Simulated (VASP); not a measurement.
# AlN (R-3m) in VASP: notebook, part 2 of 2

VASP 6.6.1. The steps go on from the part before.

### Step 3. Single point, PBE

This run uses another cell than the first one, of the same volume but with other edges.

Contents of INCAR:

```
ALGO = Normal
EDIFF = 1E-6
ENCUT = 520
GGA = PE
ISIF = 2
ISMEAR = 0
LASPH = True
LCHARG = False
LREAL = False
LWAVE = False
NBANDS = 11
NELM = 80
PREC = Accurate
SIGMA = 0.05
```

Contents of KPOINTS:

```
k-points
0
Gamma
  10 10 10
```

Contents of POSCAR:

```
AlN
1.0
    0.1670629186      2.1217772542      2.1217772542
    2.1217772542      0.1670629186      2.1217772542
    2.1217772542      2.1217772542      0.1670629186
Al N
1 1
Direct
    0.5000000000      0.5000000000      0.5000000000
    0.0000000000      0.0000000000      0.0000000000
```

Potentials or basis: VASP PAW PBE potentials, release 64 (Al, N).

The run is started by

```bash
cat potpaw_PBE.64/Al/POTCAR potpaw_PBE.64/N/POTCAR > POTCAR
mpirun -np 1 vasp_std > vasp.out
```

OUTCAR:

```text
EDIFF = 1E-6
   ENCUT = 520
   GGA = PE
   ISIF = 2
   ISMEAR = 0
   LASPH = True
   LREAL = False
   NELM = 80
   PREC = Accurate

 ion  position               nearest neighbor table
   1  0.500  0.500  0.500-   2 2.04   2 2.04   2 2.04   2 2.04   2 2.04   2 2.04
   2  0.000  0.000  0.000-   1 2.04   1 2.04   1 2.04   1 2.04   1 2.04   1 2.04

  LATTYP: Found a trigonal (rhomboedric) cell.
 ALAT       =     3.0052932389
 COS(alpha) =     0.5769488427

  Lattice vectors:

 A1 = (   0.1670629186,   2.1217772542,   2.1217772542)
 A2 = (   2.1217772542,   0.1670629186,   2.1217772542)
 A3 = (   2.1217772542,   2.1217772542,   0.1670629186)

Analysis of symmetry for initial positions (statically):
=====================================================================
 Subroutine PRICEL returns:
 Original cell was already a primitive cell.

 Routine SETGRP: Setting up the symmetry group for a
 trigonal (rhombohedral) supercell.

 Subroutine GETGRP returns: Found 12 space group operations
 (whereof 12 operations were pure point group operations)
 out of a pool of 12 trial point group operations.

The static configuration has the point symmetry D_3d.

Analysis of symmetry for dynamics (positions and initial velocities):
=====================================================================
 Subroutine PRICEL returns:
 Original cell was already a primitive cell.

 Routine SETGRP: Setting up the symmetry group for a
 trigonal (rhombohedral) supercell.

 Subroutine GETGRP returns: Found 12 space group operations
 (whereof 12 operations were pure point group operations)
 out of a pool of 12 trial point group operations.

The dynamic configuration has the point symmetry D_3d.

 Subroutine INISYM returns: Found 12 space group operations
 (whereof 12 operations are pure point group operations),
 and found     1 'primitive' translations

----------------------------------------------------------------------------------------

                                     Primitive cell

  volume of cell :      16.8526
[... 112 lines left out ...]
  Thomas-Fermi vector in A             =   2.409694
   LORBIT       =      0    0 simple, 1 ext, 2 COOP (PROOUT), +10 PAW based schemes
   GGA     = PE    functional components
   LHFCALC =     F    Hartree Fock is set to
   AEXX    =    0.0000 exact exchange contribution
   IVDW    =     0    specifies the selected vdW correction
   LEPSILON=     F    determine dielectric tensor
   LRPA    =     F    only Hartree local field effects (RPA)
 non-spin polarized calculation
 Gauss-broadening in eV      SIGMA  =   0.05
  energy-cutoff  :      520.00
  volume of cell :       16.85
 maximum number of plane-waves:       466
 NGX is ok and might be reduce to    24

 number of electron       7.9999999 magnetization

 Free energy of the ion-electron system (eV)
  ---------------------------------------------------
  ext. energy  EPLUGINS =         0.00000000
  ---------------------------------------------------
  free energy    TOTEN  =       -14.20846851 eV

  energy without entropy =      -14.20846851  energy(sigma->0) =      -14.20846851

 E-fermi :  10.6534     XC(G=0): -12.2039

 val. band max:       10.4017913226   @ k =   0.0000   0.0000   0.0000
 cond. band min:      13.2462871290   @ k =   0.5000   0.5000   0.0000
 fundamental gap:      2.8444958064
 Fermi energy:        10.6534399579

 k-point     1 :       0.0000    0.0000    0.0000
  band No.  band energies     occupation
      1      -7.6223      2.00000
      2       8.5207      2.00000
      3      10.4018      2.00000
      4      10.4018      2.00000
      5      14.2091      0.00000
      6      20.6455      0.00000
      7      23.0224      0.00000
      8      23.0224      0.00000
      9      25.9831      0.00000
     10      27.6456      0.00000
     11      27.6456      0.00000
[... 309 lines left out ...]
 k-point    24 :       0.4000    0.3000   -0.0000
  band No.  band energies     occupation
      1      -4.6212      2.00000
      2       4.0581      2.00000
      3       6.7972      2.00000
      4       7.7226      2.00000
      5      14.6124      0.00000
      6      17.9055      0.00000
      7      20.9315      0.00000
      8      25.3350      0.00000
      9      25.8860      0.00000
     10      31.3082      0.00000
     11      34.1237      0.00000

 [... further k-points ...]
[... 5 lines left out ...]
  --------------------------------------------------------------------------------------
  -------------------------------------------------------------------------------------
  Total        0.1294727      0.1294727      0.1294727     -2.8933065     -2.8933065     -2.8933065
  in kB       12.3089979     12.3089979     12.3089979   -275.0673505   -275.0673505   -275.0673505
  external PRESSURE =      12.3089979 kB  Pullay stress =       0.0000000 kB

 VOLUME and BASIS-vectors are now :
 -----------------------------------------------------------------------------
  energy-cutoff  :      520.00
  volume of cell :       16.85
      direct lattice vectors                 reciprocal lattice vectors
     0.167062919  2.121777254  2.121777254    -0.265480594  0.246103110  0.246103110
     2.121777254  0.167062919  2.121777254     0.246103110 -0.265480594  0.246103110
     2.121777254  2.121777254  0.167062919     0.246103110  0.246103110 -0.265480594

 POSITION                                       TOTAL-FORCE (eV/Angst)
 -----------------------------------------------------------------------------------
      2.20531      2.20531      2.20531         0.000000      0.000000     -0.000000
      0.00000      0.00000      0.00000        -0.000000     -0.000000      0.000000
 -----------------------------------------------------------------------------------
    total drift:                                0.000000     -0.000000     -0.000000

  FREE ENERGIE OF THE ION-ELECTRON SYSTEM (eV)
  ---------------------------------------------------
  free  energy   TOTEN  =       -14.2084685144 eV

  energy  without entropy=      -14.2084685144  energy(sigma->0) =      -14.20846851
```

Run time: 29 s. Hardware: 1 thread of AMD EPYC 7R43 (Zen 3), shared host; peak memory 0.1 GiB.

Results:

```
Free energy            : -14.2085 eV
Pressure               : 1.2 GPa
Band gap on the k mesh : 2.84 eV, indirect (least direct gap 3.81 eV)
```

Stress tensor (GPa, compression positive):
```
  1.23 -27.51 -27.51
-27.51   1.23 -27.51
-27.51 -27.51   1.23
```

A k mesh can miss the band edges. A hybrid or GW would open this gap; PBE tends to underestimate it.
